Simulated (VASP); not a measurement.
Set up this calculation in VASP 6.6.1, as the native input.

```
Task                   : single point
Functional             : PBE
Potentials or basis    : VASP PAW PBE potentials, release 64 (Ti_sv)
Cutoff                 : 520 eV
k mesh                 : 9 × 9 × 4
Occupations            : gaussian, width 0.1 eV
Spin                   : no spin polarisation
Dipole correction      : no
Further INCAR settings : ALGO = Normal; EDIFF = 1e-06; NBANDS = 19
```

The structure of Ti lies in POSCAR:

```
Ti
1.0
    2.9499978604      0.0000000000      0.0000000000
   -1.4749989302      2.5547730882      0.0000000000
    0.0000000000      0.0000000000      4.6860000000
Ti
2
Direct
    0.3333333333      0.6666666667      0.2500000000
    0.6666666667      0.3333333333      0.7500000000
```

One way to write it, as run:

INCAR

```
ALGO = Normal ; EDIFF = 1E-6
ENCUT = 520 ; GGA = PE
ISIF = 2 ; ISMEAR = 0
LASPH = T ; LCHARG = T
LELF = T ; LREAL = F
LVHAR = T ; LWAVE = F
NBANDS = 19 ; NELM = 100
PREC = Accurate ; SIGMA = 0.1
```

KPOINTS

```
k-points
0
Gamma
  9 9 4
```

Potentials or basis: VASP PAW PBE potentials, release 64 (Ti_sv).

Launch:

```console
$ cat potpaw_PBE.64/Ti_sv/POTCAR > POTCAR
$ mpirun -np 1 vasp_std > vasp.out
```

It gave:

The pressure is -2.1 GPa and the band gap on the k mesh is zero (band 12 reaches 8.93 eV, above the bottom of band 13 at 7.94 eV).

Run time: 24 s on 1 thread of AMD EPYC 7R43 64-Core Processor (Zen 3) (shared host), peak memory 0.12 GiB.
